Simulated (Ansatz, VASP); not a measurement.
**I in VASP and in Ansatz**

INCAR

```
ALGO     = Normal         # electronic algorithm
EDIFF    = 1E-8           # SCF threshold, eV
ENCUT    = 520            # plane-wave cutoff, eV
ISIF     = 2              # what is computed and relaxed
ISMEAR   = -1             # smearing method
LASPH    = True           # aspherical terms in the spheres
LCHARG   = False          # write CHGCAR
LEFG     = True         
LREAL    = False          # projectors in reciprocal space
LWAVE    = False          # write WAVECAR
NBANDS   = 10             # bands
NELM     = 60             # most SCF steps
PREC     = Accurate       # precision mode
SIGMA    = 0.03           # smearing width, eV
```

The input KPOINTS:

```
k-points
0
Gamma
  14 14 14
```

Contents of POSCAR:

```
I
1.0
    0.0000000000      2.3656004428      3.9098401324
    2.1922454667      0.0000000000      3.9098401324
    2.1922454667      2.3656004428      0.0000000000
I
1
Direct
    0.0000000000      0.0000000000      0.0000000000
```

Input for Ansatz:

```yaml
crystal:
  lattice:
    - [0.0, 2.3656004428, 3.9098401324]
    - [2.1922454667, 0.0, 3.9098401324]
    - [2.1922454667, 2.3656004428, 0.0]
  atoms:
    - { symbol: I, position: [0.0, 0.0, 0.0] }
kpoints:
  mp_grid: { grid: [14, 14, 14] }
  band_path:
    path:
      - [0.0, 0.0, 0.0]
      - [0.5, 0.0, 0.5]
      - [0.5, 0.1138942365, 0.6138942365]
      - [0.5, 0.8861057635, 0.3861057635]
      - [0.5, 0.5, 0.0]
      - [0.9495838569, 0.5, 0.4495838569]
      - [0.0504161431, 0.5, 0.5504161431]
      - [0.0, 0.5, 0.5]
      - [0.1377224796, 0.6377224796, 0.5]
    npoints: 5
scf:
  occupations: { method: fermi_dirac, width: 0.03 }
hamiltonian:
  xc: lda
  pseudopotentials: { kind: paw }
output:
  forces: true
  stress: true
  eigenvalues: true
  efg: { contact_densities: true }
```

Alike in both runs: task electric field gradients; functional LDA; k mesh 14 × 14 × 14; occupations fermi-dirac, width 0.03 eV; no spin polarisation.

|  | VASP | Ansatz |
| --- | --- | --- |
| version | VASP 6.6.1 | Ansatz 0.2.0 |
| potentials or method | VASP PAW LDA potentials, release 64 (I) | PAW with Ansatz's default frozen-core files, scalar-relativistic |
| plane-wave cutoff (eV) | 520 | 420 |
| valence electrons in the cell | 7 | 17 |

|  | VASP | Ansatz | Ansatz less VASP |
| --- | --- | --- | --- |
| pressure (GPa) | -2.3 | -2.3 | 0.00 |
| traceless stress, the component that is largest in VASP (GPa) | 1.29 | 1.30 | +0.014 |
| size of Vzz on the site where it differs most (V/Å²) | 792.1 | 805.8 | +13.72 |

LDA's correlation is that of Perdew and Zunger in VASP and of Perdew and Wang (1992) in Ansatz. VASP's potentials hold 7 valence electrons a cell and Ansatz's 17, so a difference there can come from the potentials and not from the codes.

Neither program's run includes spin-orbit coupling.
